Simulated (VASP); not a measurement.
Crystal: BiO4.

```
Bi O
1.0
     2.78676    0.00000    0.00000
    -1.39338    2.41340    0.00000
     0.00000    0.00000    8.96077
Bi O
1 4
Cartesian
  0.0000 0.0000 0.0000
  0.0000 1.6089 7.7587
  0.0000 1.6089 3.3764
  1.3934 0.8045 1.2020
  1.3934 0.8045 5.5844
```

| Item | Value |
| --- | --- |
| Program | VASP 6.6.1 |
| Task | relaxation of cell and atoms |
| Functional | PBE |
| Potentials or basis | VASP PAW PBE potentials, release 64 (Bi_d, O) |
| Cutoff | 600 eV |
| k mesh | 6 × 6 × 2 |
| Occupations | gaussian, width 0.1 eV |
| Spin | no spin polarisation |

At the start: pressure 63.7 GPa; volume 12.05 Å³/atom.

Problem. Where does the relaxation end?

Solution. Over 40 steps the energy falls by 1872.3 meV/atom and the volume is 17.00 Å³/atom (+41.0 %); space group P-3m1 (No. 164, to 0.05 Å).

The path:
| step | energy change (eV) | largest force (eV/Å) | pressure (GPa) | volume (Å³) |
| --- | --- | --- | --- | --- |
| 1 | 0.0000 | 5.6488 | 63.68 | 60.27 |
| 2 | -1.9762 | 2.7983 | -18.28 | 111.59 |
| 3 | -4.2972 | 1.4370 | -2.28 | 83.26 |
| 4 | -4.2996 | 1.3756 | -1.72 | 82.75 |
| 5 | -5.1136 | 1.0919 | -3.07 | 82.88 |
| 6 | -6.0831 | 1.3626 | -7.96 | 81.20 |
| 7 | -6.2002 | 1.3624 | -9.93 | 80.18 |
| 8 | -6.8496 | 1.8719 | -0.85 | 69.36 |
| 9 | -6.9530 | 2.1304 | 8.33 | 62.81 |
| 10 | -7.2262 | 1.5814 | 9.25 | 60.07 |
| 11 | -7.2260 | 1.3905 | 9.68 | 59.60 |
| 12 | -7.5743 | 1.2641 | 2.22 | 62.65 |
| 13 | -7.8581 | 0.6838 | -10.59 | 70.59 |
| 14 | -8.0268 | 0.7277 | -10.38 | 71.27 |
| 15 | -8.4137 | 0.8110 | -9.65 | 73.20 |
| 16 | -8.7662 | 0.9654 | -7.46 | 76.53 |
| 17 | -8.0052 | 3.0177 | -7.77 | 81.22 |
| 18 | -8.8033 | 1.1117 | -7.42 | 77.28 |
| 19 | -8.7561 | 1.6174 | -7.78 | 79.49 |
| 20 | -8.8655 | 1.2684 | -7.61 | 78.00 |
| 21 | -8.8742 | 1.3989 | -7.74 | 78.63 |
| 22 | -8.8782 | 1.3367 | -7.69 | 78.32 |
| 23 | -9.0807 | 0.8712 | -2.28 | 74.80 |
| 24 | -9.1170 | 0.5126 | 1.55 | 72.78 |
| 25 | -9.1518 | 0.4598 | 1.51 | 73.32 |
| 26 | -9.2339 | 0.2969 | 1.62 | 74.94 |
| 27 | -9.3126 | 0.1662 | 2.62 | 78.08 |
| 28 | -9.3178 | 0.2923 | 3.12 | 79.17 |
| 29 | -9.3470 | 0.2384 | -0.75 | 82.87 |
| 30 | -9.3472 | 0.2220 | -0.44 | 82.54 |
| 31 | -9.3532 | 0.1536 | -0.28 | 82.93 |
| 32 | -9.3552 | 0.1168 | -0.13 | 83.30 |
| 33 | -9.3571 | 0.0758 | 0.37 | 83.27 |
| 34 | -9.3573 | 0.0512 | 0.67 | 83.25 |
| 35 | -9.3584 | 0.0183 | 0.55 | 83.56 |
| 36 | -9.3596 | 0.1147 | 0.28 | 84.29 |
| 37 | -9.3604 | 0.0787 | -0.01 | 84.61 |
| 38 | -9.3606 | 0.0534 | -0.39 | 85.08 |
| 39 | -9.3607 | 0.0423 | -0.28 | 84.94 |
| 40 | -9.3613 | 0.0250 | -0.10 | 84.99 |

Final structure:
```yaml
crystal:
  lattice:
    - [3.30976, 0.00000, 0.00000]
    - [-1.65488, 2.86633, 0.00000]
    - [0.00000, 0.00000, 8.95857]
  atoms:
    - { symbol: Bi, position: [0.00000, 0.00000, 0.00000] }
    - { symbol: O, position: [0.33333, 0.66667, 0.87154] }
    - { symbol: O, position: [0.33333, 0.66667, 0.51763] }
    - { symbol: O, position: [0.66667, 0.33333, 0.12846] }
    - { symbol: O, position: [0.66667, 0.33333, 0.48237] }
```

Caveat: the k points lie up to 0.37 Å⁻¹ apart in the final cell; the volume moved by over 15 % at a fixed basis, so the end points are rough; an odd number of electrons without spin polarisation forces a metal; a magnetic or distorted state may lie lower.
